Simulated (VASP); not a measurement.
# WS2 (P6_3/mmc) in VASP: further runs

WS2 is run at these levels: PBEsol; tasks: single point.

Program: VASP 6.6.1. These are calculated values, not measurements. Logs are shortened: lines on timing, memory, paths and dates and some standing lists are left out, and cuts for length are marked.

## (1) The cell of the first run

It takes space group P6_3/mmc (No. 194, hexagonal). The conventional cell has a = 3.149 Å, b = 3.149 Å, c = 13.048 Å, α = 90.00°, β = 90.00°, γ = 120.00°. W (site symmetry -6m2) has 6 S at 2.40 Å and 6 W at 3.15 Å within 3.2 Å. Within 3.2 Å of S (site symmetry 3m) lie 3 W at 2.40 Å and 7 S at 3.13 to 3.15 Å.

## (2) Single point, PBEsol (volume scaled by 1.03, then relaxed in part)

Input file INCAR:

```
SYSTEM = WS2
ALGO = Normal ; EDIFF = 1E-6
ENCUT = 520 ; GGA = PS
ISIF = 2 ; ISMEAR = 0
LASPH = .TRUE. ; LCHARG = .FALSE.
LREAL = .FALSE. ; LWAVE = .FALSE.
NBANDS = 35 ; NELM = 100
PREC = Accurate ; SIGMA = 0.02
```

Input file KPOINTS:

```
k-points
0
G
  12 12 4
  0 0 0
```

Input file POSCAR:

```
WS2
1.0
    3.1494020265      0.0000000000      0.0000000000
   -1.5747010132      2.7274621617      0.0000000000
    0.0000000000      0.0000000000     13.0478466833
W S
2 4
Direct
    0.3333333333      0.6666666667      0.2500000000
    0.6666666667      0.3333333333      0.7500000000
    0.3333333333      0.6666666667      0.6299191747
    0.6666666667      0.3333333333      0.1299191747
    0.3333333333      0.6666666667      0.8700808253
    0.6666666667      0.3333333333      0.3700808253
```

Potentials or basis: VASP PAW PBE potentials, release 64 (W_sv, S).

Started as:

```
> cat potpaw_PBE.64/W_sv/POTCAR potpaw_PBE.64/S/POTCAR > POTCAR
> mpirun -np 1 vasp_std > vasp.out
```

OUTCAR:

```text
SYSTEM = WS2
   EDIFF = 1E-6
   ENCUT = 520
   GGA = PS
   ISIF = 2
   ISMEAR = 0
   LASPH = .TRUE.
   LREAL = .FALSE.
   NELM = 100
   PREC = Accurate

 ion  position               nearest neighbor table
   1  0.333  0.667  0.250-   4 2.40   6 2.40   4 2.40   6 2.40   4 2.40   6 2.40
   2  0.667  0.333  0.750-   3 2.40   5 2.40   3 2.40   5 2.40   3 2.40   5 2.40
   3  0.333  0.667  0.630-   2 2.40   2 2.40   2 2.40
   4  0.667  0.333  0.130-   1 2.40   1 2.40   1 2.40
   5  0.333  0.667  0.870-   2 2.40   2 2.40   2 2.40
   6  0.667  0.333  0.370-   1 2.40   1 2.40   1 2.40

  LATTYP: Found a hexagonal cell.
 ALAT       =     3.1494020265
 C/A-ratio  =     4.1429600202

  Lattice vectors:

 A1 = (   3.1494020265,   0.0000000000,   0.0000000000)
 A2 = (  -1.5747010132,   2.7274621617,   0.0000000000)
 A3 = (   0.0000000000,   0.0000000000,  13.0478466833)

Analysis of symmetry for initial positions (statically):
=====================================================================
 Subroutine PRICEL returns:
 Original cell was already a primitive cell.

 Routine SETGRP: Setting up the symmetry group for a
 hexagonal supercell.

 Subroutine GETGRP returns: Found 24 space group operations
 (whereof 12 operations were pure point group operations)
 out of a pool of 24 trial point group operations.

The static configuration has the point symmetry D_3d.
 The point group associated with its full space group is D_6h.

Analysis of symmetry for dynamics (positions and initial velocities):
=====================================================================
 Subroutine PRICEL returns:
 Original cell was already a primitive cell.

 Routine SETGRP: Setting up the symmetry group for a
 hexagonal supercell.

 Subroutine GETGRP returns: Found 24 space group operations
 (whereof 12 operations were pure point group operations)
 out of a pool of 24 trial point group operations.

The dynamic configuration has the point symmetry D_3d.
 The point group associated with its full space group is D_6h.

 Subroutine INISYM returns: Found 24 space group operations
 (whereof 12 operations are pure point group operations),
 and found     1 'primitive' translations

----------------------------------------------------------------------------------------

                                     Primitive cell

  volume of cell :     112.0794

  direct lattice vectors                    reciprocal lattice vectors
     3.149402026  0.000000000  0.000000000     0.317520593  0.183320600  0.000000000
    -1.574701013  2.727462162  0.000000000     0.000000000  0.366641200  0.000000000
     0.000000000  0.000000000 13.047846683     0.000000000  0.000000000  0.076640999

  length of vectors
     3.149402026  3.149402026 13.047846683     0.366641200  0.366641200  0.076640999

  position of ions in fractional coordinates (direct lattice)
     0.333333333  0.666666667  0.250000000
     0.666666667  0.333333333  0.750000000
     0.333333333  0.666666667  0.629919175
     0.666666667  0.333333333  0.129919175
     0.333333333  0.666666667  0.870080825
     0.666666667  0.333333333  0.370080825

  ion indices of the primitive-cell ions
   primitive index   ion index
                 1           1
                 2           2
                 3           3
                 4           4
                 5           5
                 6           6

----------------------------------------------------------------------------------------

 KPOINTS: k-points

Automatic generation of k-mesh.
 Grid dimensions read from file:
 generate k-points for:   12   12    4

 Generating k-lattice:

  Cartesian coordinates                     Fractional coordinates (reciprocal lattice)
     0.026460049  0.015276717  0.000000000     0.083333333  0.000000000  0.000000000
     0.000000000  0.030553433  0.000000000     0.000000000  0.083333333  0.000000000
     0.000000000  0.000000000  0.019160250     0.000000000  0.000000000  0.250000000

  Length of vectors
     0.030553433  0.030553433  0.019160250

  Shift w.r.t. Gamma in fractional coordinates (k-lattice)
     0.000000000  0.000000000  0.000000000

 Subroutine IBZKPT returns following result:
 ===========================================

 Found     57 irreducible k-points:

 Following reciprocal coordinates:
            Coordinates               Weight
  0.000000  0.000000  0.000000      1.000000
  0.083333 -0.000000  0.000000      6.000000
  0.166667  0.000000  0.000000      6.000000
  0.250000  0.000000  0.000000      6.000000
  0.333333  0.000000  0.000000      6.000000
  0.416667 -0.000000  0.000000      6.000000
[... 16 lines left out ...]
  0.250000  0.000000  0.250000     12.000000
  0.333333  0.000000  0.250000     12.000000
 [... further k-points ...]
   k-points           NKPTS =     57   k-points in BZ     NKDIM =     57   number of bands    NBANDS=     35
   number of dos      NEDOS =    301   number of ions     NIONS =      6
   total plane-waves  NPLWV =  56448
   dimension x,y,z NGX =    24 NGY =   24 NGZ =   98
   dimension x,y,z NGXF=    48 NGYF=   48 NGZF=  196
   ions per type =               2   4
   NGX,Y,Z   is equivalent  to a cutoff of  12.67, 12.67, 12.49 a.u.
   NGXF,Y,Z  is equivalent  to a cutoff of  25.34, 25.34, 24.97 a.u.
 SYSTEM =  WS2
   PREC   = accura    normal or accurate (medium, high low for compatibility)
   ISTART =      0    job   : 0-new  1-cont  2-samecut
   ICHARG =      2    charge: 1-file 2-atom 10-const
   ISPIN  =      1    spin polarized calculation?
   LNONCOLLINEAR =      F non collinear calculations
   LSORBIT =      F    spin-orbit coupling
   LASPH  =      T    aspherical Exc in radial PAW
   ENCUT  =  520.0 eV  38.22 Ry    6.18 a.u.   5.86  5.86 24.26*2*pi/ulx,y,z
   NELM   =    100;   NELMIN=  2; NELMDL= -5     # of ELM steps
   EDIFF  = 0.1E-05   stopping-criterion for ELM
   LREAL  =      F    real-space projection
   EDIFFG = 0.1E-04   stopping-criterion for IOM
   NSW    =      0    number of steps for IOM
   IBRION =     -1    ionic relax: 0-MD 1-quasi-New 2-CG
   NFREE  =      0    steps in history (QN), initial steepest desc. (CG)
   ISIF   =      2    stress and relaxation
   ISYM   =      2    0-nonsym 1-usesym 2-fastsym
   POTIM  = 0.5000    time-step for ionic-motion
   TEBEG  =    0.0;   TEEND  =   0.0 temperature during run
   PSTRESS=    0.0 pullay stress
   NELECT =      52.0000    total number of electrons
   NUPDOWN=      -1.0000    fix difference up-down
   EMIN   =  10.00;   EMAX   =-10.00  energy-range for DOS
   EFERMI =   0.00;   METHOD = LEGACY
   ISMEAR =     0;   SIGMA  =   0.02  broadening in eV -4-tet -1-fermi 0-gaus
   EFERMI_NEDOS =   21; number of points for ismear=-14 and -15
   IALGO  =     38    algorithm
   IMIX   =      4    mixing-type and parameters
     AMIX     =   0.40;   BMIX     =  1.00
     AMIX_MAG =   1.60;   BMIX_MAG =  1.00
  volume/ion in A,a.u.               =      18.68       126.06
  Fermi-wavevector in a.u.,A,eV,Ry     =   1.267362  2.394967 21.853769  1.606207
  Thomas-Fermi vector in A             =   2.400514
   LORBIT       =      0    0 simple, 1 ext, 2 COOP (PROOUT), +10 PAW based schemes
   GGA     = PS    functional components
   LHFCALC =     F    Hartree Fock is set to
   AEXX    =    0.0000 exact exchange contribution
   IVDW    =     0    specifies the selected vdW correction
   LEPSILON=     F    determine dielectric tensor
   LRPA    =     F    only Hartree local field effects (RPA)
 non-spin polarized calculation
 Gauss-broadening in eV      SIGMA  =   0.02
  energy-cutoff  :      520.00
  volume of cell :      112.08
 maximum number of plane-waves:      3042
 NGX is ok and might be reduce to    24
   NGX = 11   NGY = 11   NGZ = 49

 number of electron      51.9999991 magnetization

 Free energy of the ion-electron system (eV)
  ---------------------------------------------------
  ext. energy  EPLUGINS =         0.00000000
  ---------------------------------------------------
  free energy    TOTEN  =       -50.55047809 eV

  energy without entropy =      -50.55047809  energy(sigma->0) =      -50.55047809

 E-fermi :   6.7853     XC(G=0): -10.7270

 val. band max:        6.5238051706   @ k =   0.0000   0.0000   0.0000
 cond. band min:       7.7756252908   @ k =   0.1667   0.1667   0.0000
 fundamental gap:      1.2518201202
 Fermi energy:         6.7852699257

 k-point     1 :       0.0000    0.0000    0.0000
  band No.  band energies     occupation
      1     -67.8135      2.00000
      2     -67.8134      2.00000
      3     -32.0886      2.00000
      4     -32.0886      2.00000
      5     -31.8981      2.00000
      6     -31.8981      2.00000
[... 27 lines left out ...]
     34       9.2927      0.00000
     35      11.4243      0.00000

 k-point     2 :       0.0833   -0.0000    0.0000
  band No.  band energies     occupation
      1     -67.8121      2.00000
      2     -67.8121      2.00000
      3     -32.0839      2.00000
      4     -32.0839      2.00000
      5     -31.9240      2.00000
      6     -31.9240      2.00000
[... 27 lines left out ...]
     34       9.3110      0.00000
     35      11.9749      0.00000

 k-point     3 :       0.1667    0.0000    0.0000
  band No.  band energies     occupation
      1     -67.8085      2.00000
      2     -67.8085      2.00000
      3     -32.0711      2.00000
      4     -32.0711      2.00000
      5     -31.9940      2.00000
      6     -31.9940      2.00000
[... 27 lines left out ...]
     34       9.8400      0.00000
     35      12.9895      0.00000
[... 723 lines left out ...]
 k-point    23 :       0.2500    0.0000    0.2500
  band No.  band energies     occupation
      1     -67.8036      2.00000
      2     -67.8036      2.00000
      3     -32.0883      2.00000
      4     -32.0883      2.00000
      5     -32.0536      2.00000
      6     -32.0536      2.00000
[... 27 lines left out ...]
     34      10.3717      0.00000
     35      13.3067      0.00000

 k-point    24 :       0.3333    0.0000    0.2500
  band No.  band energies     occupation
      1     -67.7987      2.00000
      2     -67.7987      2.00000
      3     -32.1811      2.00000
      4     -32.1811      2.00000
      5     -32.0361      2.00000
      6     -32.0361      2.00000
[... 27 lines left out ...]
     34      10.7621      0.00000
     35      12.6210      0.00000

 [... further k-points ...]
[... 5 lines left out ...]
  --------------------------------------------------------------------------------------
  -------------------------------------------------------------------------------------
  Total       -0.1760969     -0.1760969     -0.1353588     -0.0000000      0.0000000      0.0000000
  in kB       -2.5173099     -2.5173099     -1.9349573     -0.0000000      0.0000000      0.0000000
  external PRESSURE =      -2.3231924 kB  Pullay stress =       0.0000000 kB

 VOLUME and BASIS-vectors are now :
 -----------------------------------------------------------------------------
  energy-cutoff  :      520.00
  volume of cell :      112.08
      direct lattice vectors                 reciprocal lattice vectors
     3.149402026  0.000000000  0.000000000     0.317520593  0.183320600  0.000000000
    -1.574701013  2.727462162  0.000000000     0.000000000  0.366641200  0.000000000
     0.000000000  0.000000000 13.047846683     0.000000000  0.000000000  0.076640999

 POSITION                                       TOTAL-FORCE (eV/Angst)
 -----------------------------------------------------------------------------------
     -0.00000      1.81831      3.26196         0.000000      0.000000     -0.000000
      1.57470      0.90915      9.78589        -0.000000     -0.000000     -0.000000
     -0.00000      1.81831      8.21909         0.000000      0.000000     -0.022075
      1.57470      0.90915      1.69517        -0.000000     -0.000000     -0.022075
     -0.00000      1.81831     11.35268         0.000000      0.000000      0.022075
      1.57470      0.90915      4.82876        -0.000000      0.000000      0.022075
 -----------------------------------------------------------------------------------
    total drift:                               -0.000000      0.000000     -0.000000

  FREE ENERGIE OF THE ION-ELECTRON SYSTEM (eV)
  ---------------------------------------------------
  free  energy   TOTEN  =       -50.5504780856 eV

  energy  without entropy=      -50.5504780856  energy(sigma->0) =      -50.55047809
```

Wall time 81 s (1 thread of Intel Xeon 6975P-C (Granite Rapids), shared host); peak memory 0.33 GiB.

Results:

| Item | Value |
| --- | --- |
| Free energy | -50.5505 eV |
| Pressure | -0.2 GPa |
| Largest force | 0.022 eV/Å |
| Band gap on the k mesh | 1.25 eV, indirect (least direct gap 1.87 eV) |

Forces in eV/Å, atoms in the order of the input:
```
W    0.000  0.000  0.000
W    0.000  0.000  0.000
S    0.000  0.000 -0.022
S    0.000  0.000 -0.022
S    0.000  0.000  0.022
S    0.000  0.000  0.022
```

Caveat: the cell differs from its parent crystal (volume scaled by 1.03, then relaxed in part); the PAW data sets were made with another functional, which shifts forces and pressure a little; spin-orbit coupling is left out, which moves the levels of the heavy elements; this functional lacks dispersion, which binds the layers, so the pressure and a relaxed spacing across them are unreliable.

## (3) Single point, PBEsol (volume scaled by 1.06, then relaxed in part)

Input file INCAR:

```
SYSTEM = WS2
  ALGO = Normal
  EDIFF = 1E-6
  ENCUT = 520
  GGA = PS
  ISIF = 2
  ISMEAR = 0
  LASPH = .TRUE.
  LCHARG = .FALSE.
  LREAL = .FALSE.
  LWAVE = .FALSE.
  NBANDS = 35
  NELM = 100
  PREC = Accurate
  SIGMA = 0.02
```

KPOINTS is that of step 2.

Input file POSCAR:

```
WS2
1.0
    3.1513790365      0.0000000000      0.0000000000
   -1.5756895183      2.7291743026      0.0000000000
    0.0000000000      0.0000000000     13.4110384394
W S
2 4
Direct
    0.3333333333      0.6666666667      0.2500000000
    0.6666666667      0.3333333333      0.7500000000
    0.3333333333      0.6666666667      0.6332291128
    0.6666666667      0.3333333333      0.1332291128
    0.3333333333      0.6666666667      0.8667708872
    0.6666666667      0.3333333333      0.3667708872
```

Potentials or basis: VASP PAW PBE potentials, release 64 (W_sv, S).

Started as:

```
> cat potpaw_PBE.64/W_sv/POTCAR potpaw_PBE.64/S/POTCAR > POTCAR
> mpirun -np 1 vasp_std > vasp.out
```

Run time: 85 s. Hardware: 1 thread of Intel Xeon 6975P-C (Granite Rapids), shared host; peak memory 0.34 GiB.

Results (log left out):

```yaml
Free_energy: -50.5423 eV
Pressure: -0.4 GPa
Largest_force: 0.023 eV/Å
Band_gap_on_the_k_mesh: 1.38 eV, indirect (least direct gap 1.88 eV)
```

Forces in eV/Å, atoms in the order of the input:
```
W    0.000  0.000  0.000
W    0.000  0.000  0.000
S    0.000  0.000 -0.023
S    0.000  0.000 -0.023
S    0.000  0.000  0.023
S    0.000  0.000  0.023
```

Stress tensor (GPa, compression positive):
```
-0.44  0.00  0.00
 0.00 -0.44  0.00
 0.00  0.00 -0.28
```

Levels at points of the mesh, in eV from the valence-band top:
```csv
k point,band 22,band 23,band 24,band 25,band 26,band 27,band 28,band 29,band 30,band 31
"(0.00, 0.00, 0.00)",-1.92,-1.92,-1.82,-0.84,0.00,2.63,2.63,2.63,2.63,2.78
"(0.50, 0.00, 0.00)",-2.51,-1.58,-1.52,-1.35,-1.29,2.63,2.64,2.96,3.14,3.49
"(0.00, 0.00, 0.50)",-1.93,-1.93,-1.93,-0.30,-0.30,2.63,2.63,2.63,2.63,2.81
"(0.50, 0.00, 0.50)",-2.54,-1.55,-1.55,-1.32,-1.32,2.64,2.64,3.06,3.06,3.70
```

Caveat: the cell differs from its parent crystal (volume scaled by 1.06, then relaxed in part); the PAW data sets were made with another functional, which shifts forces and pressure a little; spin-orbit coupling is left out, which moves the levels of the heavy elements; this functional lacks dispersion, which binds the layers, so the pressure and a relaxed spacing across them are unreliable.

## (4) Single point, PBEsol

This run uses another cell than the first one, of 18.14 Å³/atom, 0.971 times its volume.

Input file INCAR:

```
ALGO     = Normal         # electronic algorithm
EDIFF    = 1E-7           # SCF threshold, eV
ENCUT    = 520            # plane-wave cutoff, eV
GGA      = PS             # functional
ISIF     = 2              # what is computed and relaxed
ISMEAR   = 0              # smearing method
LASPH    = T              # aspherical terms in the spheres
LCHARG   = F              # write CHGCAR
LREAL    = F              # projectors in reciprocal space
LWAVE    = F              # write WAVECAR
NBANDS   = 35             # bands
NELM     = 80             # most SCF steps
PREC     = Accurate       # precision mode
SIGMA    = 0.01           # smearing width, eV
```

Input file KPOINTS:

```
k-points
0
Gamma
  12 12 4
```

Input file POSCAR:

```
WS2
1.0
    3.1461125377      0.0000000000      0.0000000000
   -1.5730562689      2.7246133808      0.0000000000
    0.0000000000      0.0000000000     12.6962806774
W S
2 4
Direct
    0.3333333333      0.6666666667      0.2500000000
    0.6666666667      0.3333333333      0.7500000000
    0.3333333333      0.6666666667      0.6265333756
    0.6666666667      0.3333333333      0.1265333756
    0.3333333333      0.6666666667      0.8734666244
    0.6666666667      0.3333333333      0.3734666244
```

Started as:

```
> cat potpaw_PBE.64/W_sv/POTCAR potpaw_PBE.64/S/POTCAR > POTCAR
> mpirun -np 1 vasp_std > vasp.out
```

Run time: 2.3 min. Hardware: 1 thread of Intel Xeon Platinum 8488C (Sapphire Rapids), shared host; peak memory 0.32 GiB.

Results (log left out):

```
Free energy            : -50.5541 eV
Pressure               : 0.1 GPa
Largest force          : 0.022 eV/Å
Band gap on the k mesh : 1.12 eV, indirect (least direct gap 1.87 eV)
```

Forces in eV/Å, atoms in the order of the input:
```
W    0.000  0.000  0.000
W    0.000  0.000  0.000
S    0.000  0.000 -0.022
S    0.000  0.000 -0.022
S    0.000  0.000  0.022
S    0.000  0.000  0.022
```

Levels at points of the mesh, in eV from the valence-band top:
```csv
k point,band 24,band 25,band 26,band 27,band 28,band 29
"(0.00, 0.00, 0.00)",-1.64,-1.12,0.00,2.46,2.46,2.47
"(0.50, 0.00, 0.00)",-1.64,-1.57,-1.45,2.48,2.51,2.75
"(0.00, 0.00, 0.50)",-2.09,-0.33,-0.33,2.46,2.46,2.46
"(0.50, 0.00, 0.50)",-1.71,-1.50,-1.50,2.49,2.49,2.91
```

Caveat: the PAW data sets were made with another functional, which shifts forces and pressure a little; spin-orbit coupling is left out, which moves the levels of the heavy elements; this functional lacks dispersion, which binds the layers, so the pressure and a relaxed spacing across them are unreliable.

## (5) Summary

```tsv
cell	smearing	gap on the mesh (eV)	pressure (GPa)	largest force (eV/Å)
a = 3.149, b = 3.149, c = 13.048 Å, angles 90.0, 90.0, 120.0°, 6 atoms	gaussian 0.02 eV	1.25	-0.2	0.02
a = 3.151, b = 3.151, c = 13.411 Å, angles 90.0, 90.0, 120.0°, 6 atoms	gaussian 0.02 eV	1.38	-0.4	0.02
a = 3.146, b = 3.146, c = 12.696 Å, angles 90.0, 90.0, 120.0°, 6 atoms	gaussian 0.01 eV	1.12	0.1	0.02
```

Alike in all rows: task single point; level PBEsol; potentials or basis VASP PAW PBE potentials, release 64 (W_sv, S); no spin polarisation; k mesh 12 × 12 × 4; cutoff (eV) 520.

Caveats: the PAW data sets were made with another functional, which shifts forces and pressure a little; spin-orbit coupling is left out, which moves the levels of the heavy elements; this functional lacks dispersion, which binds the layers, so the pressure and a relaxed spacing across them are unreliable.

Total energies depend on the potentials used, so only differences within one code and one set of settings carry meaning.
